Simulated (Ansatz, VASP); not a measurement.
## One calculation of GaN, two programs

```
Ga N
1.0
     3.18000    0.00000    0.00000
    -1.59000    2.75396    0.00000
     0.00000    0.00000    5.16600
Ga N
2 2
Direct
  0.33333 0.66667 0.00000
  0.66667 0.33333 0.50000
  0.33333 0.66667 0.37500
  0.66667 0.33333 0.87500
```

Alike in both runs: task single point; functional PBEsol; k mesh 5 × 5 × 3; no spin polarisation.

|  | VASP | Ansatz |
| --- | --- | --- |
| version | VASP 6.6.1 | Ansatz 0.2.0 |
| potentials or method | VASP PAW PBE potentials, release 64 (Ga_d, N), cutoff 600 eV | plane waves, PAW |
| occupations | gaussian, width 0.01 eV | fixed |
| valence electrons in the cell | 36 | 36 |

|  | VASP | Ansatz | Ansatz less VASP |
| --- | --- | --- | --- |
| gap on the k mesh at the Fermi level (eV) | 1.92 | 1.91 | -0.014 |

VASP's potentials were made for PBE, not for PBEsol.

The k mesh is coarse, so the values compare programs but aren't converged.
